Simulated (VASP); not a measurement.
# HfN (F-43m) in VASP: notebook

The runs below take HfN through single point, relaxation of cell and atoms, with B3LYP, HF, PBE0, PBE-based screened hybrid with 25 % exact exchange.

All numbers are computed with VASP 6.6.1; they aren't measurements. Logs are shortened: lines on timing, memory, paths and dates and some standing lists are left out, and cuts for length are marked.

## (1) The cell of the first run

The structure is cubic, space group F-43m (No. 216). The conventional cell has a = 4.935 Å, b = 4.935 Å, c = 4.935 Å, α = 90.00°, β = 90.00°, γ = 90.00°. Within 2.8 Å of Hf (site symmetry -43m) lie 4 N at 2.14 Å. N (site symmetry -43m) has 4 Hf at 2.14 Å within 2.8 Å.

## (2) Single point, B3LYP

File POSCAR:

```
HfN
1.0
    0.0000000000      2.4676684415      2.4676684415
    2.4676684415      0.0000000000      2.4676684415
    2.4676684415      2.4676684415      0.0000000000
Hf N
1 1
Direct
    0.0000000000      0.0000000000      0.0000000000
    0.2500000000      0.2500000000      0.2500000000
```

File INCAR.step1:

```
ALGO = Normal
EDIFF = 1E-5
ENCUT = 520
GGA = PE
ISIF = 2
ISMEAR = -1
LASPH = T
LREAL = F
LWAVE = T
NBANDS = 14
NELM = 100
PREC = Accurate
SIGMA = 0.05
```

File INCAR.step2:

```
AEXX = 0.2
AGGAC = 0.81
AGGAX = 0.72
ALDAC = 0.19
ALGO = Normal
EDIFF = 1E-6
ENCUT = 520
GGA = B3
ISIF = 2
ISMEAR = -1
ISTART = 1
LASPH = T
LCHARG = T
LELF = T
LHFCALC = T
LREAL = F
LVHAR = T
LWAVE = F
NBANDS = 14
NELM = 100
PREC = Accurate
PRECFOCK = Normal
SIGMA = 0.05
```

File KPOINTS:

```
k-points
0
Gamma
  5 5 5
```

Potentials or basis: VASP PAW PBE potentials, release 64 (Hf_pv, N).

Command:

```bash
$ cat potpaw_PBE.64/Hf_pv/POTCAR potpaw_PBE.64/N/POTCAR > POTCAR
$ cp INCAR.step1 INCAR
$ mpirun -np 1 vasp_std > vasp.out
$ cp INCAR.step2 INCAR
$ mpirun -np 1 vasp_std > vasp.out
```

OUTCAR:

```text
AEXX = 0.2
   EDIFF = 1E-6
   ENCUT = 520
   GGA = B3
   ISIF = 2
   ISMEAR = -1
   ISTART = 1
   LASPH = T
   LHFCALC = T
   LREAL = F
   NELM = 100
   PREC = Accurate
   PRECFOCK = Normal

 ion  position               nearest neighbor table
   1  0.000  0.000  0.000-   2 2.14   2 2.14   2 2.14   2 2.14
   2  0.250  0.250  0.250-   1 2.14   1 2.14   1 2.14   1 2.14

  LATTYP: Found a face centered cubic cell.
 ALAT       =     4.9353368830

  Lattice vectors:

 A1 = (   0.0000000000,   2.4676684415,   2.4676684415)
 A2 = (   2.4676684415,   0.0000000000,   2.4676684415)
 A3 = (   2.4676684415,   2.4676684415,   0.0000000000)

Analysis of symmetry for initial positions (statically):
=====================================================================
 Subroutine PRICEL returns:
 Original cell was already a primitive cell.

 Routine SETGRP: Setting up the symmetry group for a
 face centered cubic supercell.

 Subroutine GETGRP returns: Found 24 space group operations
 (whereof 24 operations were pure point group operations)
 out of a pool of 48 trial point group operations.

The static configuration has the point symmetry T_d .

Analysis of symmetry for dynamics (positions and initial velocities):
=====================================================================
 Subroutine PRICEL returns:
 Original cell was already a primitive cell.

 Routine SETGRP: Setting up the symmetry group for a
 face centered cubic supercell.

 Subroutine GETGRP returns: Found 24 space group operations
 (whereof 24 operations were pure point group operations)
 out of a pool of 48 trial point group operations.

The dynamic configuration has the point symmetry T_d .

 Subroutine INISYM returns: Found 24 space group operations
 (whereof 24 operations are pure point group operations),
 and found     1 'primitive' translations

----------------------------------------------------------------------------------------

                                     Primitive cell

  volume of cell :      30.0532

  direct lattice vectors                    reciprocal lattice vectors
     0.000000000  2.467668441  2.467668441    -0.202620414  0.202620414  0.202620414
     2.467668441  0.000000000  2.467668441     0.202620414 -0.202620414  0.202620414
     2.467668441  2.467668441  0.000000000     0.202620414  0.202620414 -0.202620414

  length of vectors
     3.489810177  3.489810177  3.489810177     0.350948851  0.350948851  0.350948851

  position of ions in fractional coordinates (direct lattice)
     0.000000000  0.000000000  0.000000000
     0.250000000  0.250000000  0.250000000

  ion indices of the primitive-cell ions
   primitive index   ion index
                 1           1
                 2           2

----------------------------------------------------------------------------------------

 KPOINTS: k-points

Automatic generation of k-mesh.
 Grid dimensions read from file:
 generate k-points for:    5    5    5

 Generating k-lattice:

  Cartesian coordinates                     Fractional coordinates (reciprocal lattice)
    -0.040524083  0.040524083  0.040524083     0.200000000  0.000000000  0.000000000
     0.040524083 -0.040524083  0.040524083     0.000000000  0.200000000  0.000000000
     0.040524083  0.040524083 -0.040524083     0.000000000  0.000000000  0.200000000

  Length of vectors
     0.070189770  0.070189770  0.070189770

  Shift w.r.t. Gamma in fractional coordinates (k-lattice)
     0.000000000  0.000000000  0.000000000

 Subroutine IBZKPT returns following result:
 ===========================================

 Found     10 irreducible k-points:

 Following reciprocal coordinates:
            Coordinates               Weight
  0.000000  0.000000  0.000000      1.000000
  0.200000  0.000000  0.000000      8.000000
  0.400000  0.000000  0.000000      8.000000
  0.200000  0.200000  0.000000      6.000000
  0.400000  0.200000  0.000000     24.000000
 -0.400000  0.200000  0.000000     24.000000
 -0.200000  0.200000  0.000000     12.000000
  0.400000  0.400000  0.000000      6.000000
 -0.400000  0.400000  0.000000     12.000000
 -0.400000  0.400000  0.200000     24.000000
   k-points           NKPTS =     10   k-points in BZ     NKDIM =    125   number of bands    NBANDS=     14
   number of dos      NEDOS =    301   number of ions     NIONS =      2
   total plane-waves  NPLWV =  21952
   dimension x,y,z NGX =    28 NGY =   28 NGZ =   28
   dimension x,y,z NGXF=    56 NGYF=   56 NGZF=   56
   ions per type =               1   1
   NGX,Y,Z   is equivalent  to a cutoff of  13.34, 13.34, 13.34 a.u.
   NGXF,Y,Z  is equivalent  to a cutoff of  26.68, 26.68, 26.68 a.u.
 SYSTEM =  unknown system
   PREC   = accura    normal or accurate (medium, high low for compatibility)
   ISTART =      1    job   : 0-new  1-cont  2-samecut
   ICHARG =      0    charge: 1-file 2-atom 10-const
   ISPIN  =      1    spin polarized calculation?
   LNONCOLLINEAR =      F non collinear calculations
   LSORBIT =      F    spin-orbit coupling
   LASPH  =      T    aspherical Exc in radial PAW
   ENCUT  =  520.0 eV  38.22 Ry    6.18 a.u.   6.49  6.49  6.49*2*pi/ulx,y,z
   NELM   =    100;   NELMIN=  2; NELMDL=  0     # of ELM steps
   EDIFF  = 0.1E-05   stopping-criterion for ELM
   LREAL  =      F    real-space projection
   EDIFFG = 0.1E-04   stopping-criterion for IOM
   NSW    =      0    number of steps for IOM
   IBRION =     -1    ionic relax: 0-MD 1-quasi-New 2-CG
   NFREE  =      0    steps in history (QN), initial steepest desc. (CG)
   ISIF   =      2    stress and relaxation
   ISYM   =      3    0-nonsym 1-usesym 2-fastsym
   POTIM  = 0.5000    time-step for ionic-motion
   TEBEG  =    0.0;   TEEND  =   0.0 temperature during run
   PSTRESS=    0.0 pullay stress
   NELECT =      15.0000    total number of electrons
   NUPDOWN=      -1.0000    fix difference up-down
   EMIN   =  10.00;   EMAX   =-10.00  energy-range for DOS
   EFERMI =   0.00;   METHOD = LEGACY
   ISMEAR =    -1;   SIGMA  =   0.05  broadening in eV -4-tet -1-fermi 0-gaus
   EFERMI_NEDOS =   21; number of points for ismear=-14 and -15
   IALGO  =     38    algorithm
   IMIX   =      1    mixing-type and parameters
     AMIX     =   0.40;   BMIX     =  1.00
     AMIX_MAG =   1.60;   BMIX_MAG =  1.00
  volume/ion in A,a.u.               =      15.03       101.40
  Fermi-wavevector in a.u.,A,eV,Ry     =   1.298599  2.453997 22.944317  1.686360
  Thomas-Fermi vector in A             =   2.429917
   LORBIT       =      0    0 simple, 1 ext, 2 COOP (PROOUT), +10 PAW based schemes
   GGA     = B3    functional components
   LHFCALC =     T    Hartree Fock is set to
   PRECFOCK=normal    Normal, Fast or Accurate (Low or Medium for compatibility)
   ENCUT4O =  -1.0   cutoff for four orbital integrals eV
   NKREDX  =     1    reduce k-point grid by
   NKREDY  =     1    reduce k-point grid by
   NKREDZ  =     1    reduce k-point grid by
   AEXX    =    0.2000 exact exchange contribution
   HFSCREEN=    0.0000 screening length (either q_TF or 0.3 A-1)
   HFSCREENC=   0.0000 screening length for correlation (either q_TF or 0.3 A-1)
   ENCUTFOCK=  -1.0 apply spherical cutoff to Coloumb kernel
   IVDW    =     0    specifies the selected vdW correction
   LEPSILON=     F    determine dielectric tensor
   LRPA    =     F    only Hartree local field effects (RPA)
 non-spin polarized calculation
  energy-cutoff  :      520.00
  volume of cell :       30.05
 maximum number of plane-waves:       869
 NGX is ok and might be reduce to    28
  NGX = 20; NGY = 20; NGZ = 20

 number of electron      14.9999999 magnetization

 Free energy of the ion-electron system (eV)
  ---------------------------------------------------
  ext. energy  EPLUGINS =         0.00000000
  ---------------------------------------------------
  free energy    TOTEN  =       -23.96813598 eV

  energy without entropy =      -23.95883251  energy(sigma->0) =      -23.96348425

 E-fermi :   6.0217     XC(G=0):  -8.8508

 val. band max:        5.9483954354   @ k =   0.4000   0.2000   0.0000
 cond. band min:       6.4533598287   @ k =  -0.4000   0.2000   0.0000
 fundamental gap:      0.5049643933
 Fermi energy:         6.0216538610

 k-point     1 :       0.0000    0.0000    0.0000
  band No.  band energies     occupation
      1     -27.4925      2.00000
      2     -27.4925      2.00000
      3     -27.4925      2.00000
      4     -12.2126      2.00000
      5      -0.6142      2.00000
      6      -0.6142      2.00000
      7      -0.6142      2.00000
      8       5.2900      2.00000
      9       8.8475      0.00000
     10       8.8475      0.00000
     11      13.2781      0.00000
     12      13.2781      0.00000
     13      13.2781      0.00000
     14      18.8263      0.00000

 k-point     2 :       0.2000    0.0000    0.0000
  band No.  band energies     occupation
      1     -27.6746      2.00000
      2     -27.5163      2.00000
      3     -27.5163      2.00000
      4     -11.7917      2.00000
      5      -1.1409      2.00000
      6      -0.3511      2.00000
      7      -0.3511      2.00000
      8       7.4745      0.00000
      9       8.4254      0.00000
     10       8.4254      0.00000
     11      12.4497      0.00000
     12      13.7279      0.00000
     13      13.7279      0.00000
     14      16.4717      0.00000

 k-point     3 :       0.4000    0.0000    0.0000
  band No.  band energies     occupation
      1     -27.9554      2.00000
      2     -27.5541      2.00000
      3     -27.5541      2.00000
      4     -11.1981      2.00000
      5      -1.0099      2.00000
      6      -0.0178      2.00000
      7      -0.0178      2.00000
      8       8.2208      0.00000
      9       8.9538      0.00000
     10       8.9538      0.00000
     11      11.3526      0.00000
     12      12.3965      0.00000
     13      12.3965      0.00000
     14      15.4980      0.00000

 k-point     4 :       0.2000    0.2000    0.0000
  band No.  band energies     occupation
      1     -27.6766      2.00000
      2     -27.5528      2.00000
      3     -27.5528      2.00000
      4     -11.6494      2.00000
      5      -1.5420      2.00000
      6      -0.0729      2.00000
      7      -0.0729      2.00000
      8       6.7218      0.00000
      9       8.3378      0.00000
     10       9.3942      0.00000
     11      13.2260      0.00000
     12      13.2260      0.00000
     13      13.2951      0.00000
     14      18.3744      0.00000

 k-point     5 :       0.4000    0.2000    0.0000
  band No.  band energies     occupation
      1     -27.8810      2.00000
      2     -27.6178      2.00000
      3     -27.5948      2.00000
      4     -11.1168      2.00000
      5      -1.4863      2.00000
      6       0.2041      2.00000
      7       0.3808      2.00000
      8       5.9484      1.62464
      9       8.9668      0.00000
     10       9.7891      0.00000
     11      12.1948      0.00000
     12      12.5430      0.00000
     13      13.5316      0.00000
     14      16.3506      0.00000

 k-point     6 :      -0.4000    0.2000    0.0000
  band No.  band energies     occupation
      1     -27.9454      2.00000
      2     -27.6823      2.00000
      3     -27.5843      2.00000
      4     -10.9386      2.00000
      5      -0.6798      2.00000
      6      -0.1833      2.00000
      7       0.3775      2.00000
      8       6.4534      0.00036
      9       8.6810      0.00000
     10       9.1414      0.00000
     11      12.3878      0.00000
     12      12.6646      0.00000
     13      13.2833      0.00000
     14      16.6195      0.00000

 k-point     7 :      -0.2000    0.2000    0.0000
  band No.  band energies     occupation
      1     -27.8132      2.00000
      2     -27.6275      2.00000
      3     -27.5359      2.00000
      4     -11.3160      2.00000
      5      -1.1924      2.00000
      6      -0.1484      2.00000
      7      -0.0320      2.00000
      8       7.6648      0.00000
      9       8.2115      0.00000
     10       9.0941      0.00000
     11      11.9070      0.00000
     12      13.1875      0.00000
     13      13.9880      0.00000
     14      16.0436      0.00000

 k-point     8 :       0.4000    0.4000    0.0000
  band No.  band energies     occupation
      1     -27.9531      2.00000
      2     -27.6497      2.00000
      3     -27.6497      2.00000
      4     -10.8521      2.00000
      5      -2.0228      2.00000
      6       1.0645      2.00000
      7       1.0645      2.00000
      8       4.4482      2.00000
      9       9.3835      0.00000
     10      10.4753      0.00000
     11      11.5998      0.00000
     12      11.5998      0.00000
     13      14.6031      0.00000
     14      18.8152      0.00000

 k-point     9 :      -0.4000    0.4000    0.0000
  band No.  band energies     occupation
      1     -27.9493      2.00000
      2     -27.7347      2.00000
      3     -27.6432      2.00000
      4     -10.7398      2.00000
      5      -1.5210      2.00000
      6       0.9154      2.00000
      7       1.0504      2.00000
      8       4.3113      2.00000
      9       8.6672      0.00000
     10       9.5917      0.00000
     11      12.0804      0.00000
     12      12.2473      0.00000
     13      16.6576      0.00000
     14      17.3185      0.00000

 k-point    10 :      -0.4000    0.4000    0.2000
  band No.  band energies     occupation
      1     -27.9084      2.00000
      2     -27.7392      2.00000
      3     -27.6373      2.00000
      4     -10.8043      2.00000
      5      -1.0076      2.00000
      6      -0.0401      2.00000
      7       1.0717      2.00000
      8       4.8369      2.00000
      9       8.0455      0.00000
     10      10.0742      0.00000
     11      12.0312      0.00000
     12      12.9878      0.00000
     13      15.0623      0.00000
     14      17.3713      0.00000

------------------------ aborting loop because EDIFF is reached ----------------------------------------

  FORCE on cell =-STRESS in cart. coord.  units (eV):
  Direction    XX          YY          ZZ          XY          YZ          ZX
  --------------------------------------------------------------------------------------
  -------------------------------------------------------------------------------------
  Total       -0.3481608     -0.3481608     -0.3481608      0.0000000      0.0000000     -0.0000000
  in kB      -18.5609455    -18.5609455    -18.5609455      0.0000000      0.0000000     -0.0000000
  external PRESSURE =     -18.5609455 kB  Pullay stress =       0.0000000 kB

 VOLUME and BASIS-vectors are now :
 -----------------------------------------------------------------------------
  energy-cutoff  :      520.00
  volume of cell :       30.05
      direct lattice vectors                 reciprocal lattice vectors
     0.000000000  2.467668441  2.467668441    -0.202620414  0.202620414  0.202620414
     2.467668441  0.000000000  2.467668441     0.202620414 -0.202620414  0.202620414
     2.467668441  2.467668441  0.000000000     0.202620414  0.202620414 -0.202620414

 POSITION                                       TOTAL-FORCE (eV/Angst)
 -----------------------------------------------------------------------------------
      0.00000      0.00000      0.00000        -0.000000     -0.000000     -0.000000
      1.23383      1.23383      1.23383         0.000000      0.000000      0.000000
 -----------------------------------------------------------------------------------
    total drift:                               -0.000000     -0.000000     -0.000000

  FREE ENERGIE OF THE ION-ELECTRON SYSTEM (eV)
  ---------------------------------------------------
  free  energy   TOTEN  =       -23.9681359846 eV

  energy  without entropy=      -23.9588325112  energy(sigma->0) =      -23.96348425
```

Wall time 5.4 min (1 thread of Intel Xeon Platinum 8488C (Sapphire Rapids), shared host); peak memory 0.16 GiB.

What came out:

| Item | Value |
| --- | --- |
| Free energy | -23.9681 eV |
| Pressure | -1.9 GPa |
| Band gap on the k mesh | zero (an odd number of electrons rules out a gap without spin polarisation) |

Levels at points of the mesh, in eV from the Fermi level:
```tsv
k point	band 4	band 5	band 6	band 7	band 8	band 9	band 10	band 11
(0.00, 0.00, 0.00)	-18.23	-6.64	-6.64	-6.64	-0.73	2.83	2.83	7.26
```

Caveat: the k points lie up to 0.44 Å⁻¹ apart, too coarse for converged energies and pressures of a metal; the PAW data sets were made with another functional, which shifts forces and pressure a little; spin-orbit coupling is left out, which moves the levels of the heavy elements; an odd number of electrons without spin polarisation forces a metal; a magnetic or distorted state may lie lower.

## (3) Single point, HF

This run uses another cell than the first one, of 15.40 Å³/atom.

File POSCAR:

```
HfN
1.0
    0.0000000000      2.4877244465      2.4877244465
    2.4877244465      0.0000000000      2.4877244465
    2.4877244465      2.4877244465      0.0000000000
Hf N
1 1
Direct
    0.0000000000      0.0000000000      0.0000000000
    0.2500000000      0.2500000000      0.2500000000
```

File INCAR.step1:

```
SYSTEM = HfN
ALGO = Normal ; EDIFF = 1E-5
ENCUT = 520 ; GGA = PE
ISIF = 2 ; ISMEAR = -1
LASPH = .True. ; LREAL = .False.
LWAVE = .True. ; NBANDS = 14
NELM = 60 ; PREC = Accurate
SIGMA = 0.05
```

File INCAR.step2:

```
SYSTEM = HfN
AEXX = 1.0 ; AGGAC = 0.0
ALDAC = 0.0 ; ALGO = Normal
EDIFF = 1E-6 ; ENCUT = 520
GGA = PE ; ISIF = 2
ISMEAR = -1 ; ISTART = 1
LASPH = .True. ; LCHARG = .True.
LELF = .True. ; LHFCALC = .True.
LREAL = .False. ; LVHAR = .True.
LWAVE = .False. ; NBANDS = 14
NELM = 60 ; PREC = Accurate
PRECFOCK = Normal ; SIGMA = 0.05
```

File KPOINTS:

```
k-points
0
Gamma
  5 5 5
  0 0 0
```

Potentials or basis: VASP PAW PBE potentials, release 64 (Hf_pv, N).

Command:

```bash
$ cat potpaw_PBE.64/Hf_pv/POTCAR potpaw_PBE.64/N/POTCAR > POTCAR
$ cp INCAR.step1 INCAR
$ mpirun -np 1 vasp_std > vasp.out
$ cp INCAR.step2 INCAR
$ mpirun -np 1 vasp_std > vasp.out
```

It took 9 min on 1 thread of Intel Xeon Platinum 8488C (Sapphire Rapids), shared host; peak memory 0.18 GiB.

The run converged. Its results:

```yaml
Free_energy: -38.4952 eV
Pressure: -6.7 GPa
Band_gap_on_the_k_mesh: zero (an odd number of electrons rules out a gap without spin polarisation)
```

Levels at points of the mesh, in eV from the Fermi level:
```csv
k point,band 4,band 5,band 6,band 7,band 8,band 9,band 10,band 11
"(0.00, 0.00, 0.00)",-26.36,-10.82,-10.82,-10.82,-0.69,6.55,6.55,11.15
```

Caveat: the k points lie up to 0.44 Å⁻¹ apart, too coarse for converged energies and pressures of a metal; the PAW data sets were made with another functional, which shifts forces and pressure a little; spin-orbit coupling is left out, which moves the levels of the heavy elements; an odd number of electrons without spin polarisation forces a metal; a magnetic or distorted state may lie lower.

(Part 1 of 2 ends here.)

The gap in the log of VASP goes by the Fermi energy; the results here count the filled bands.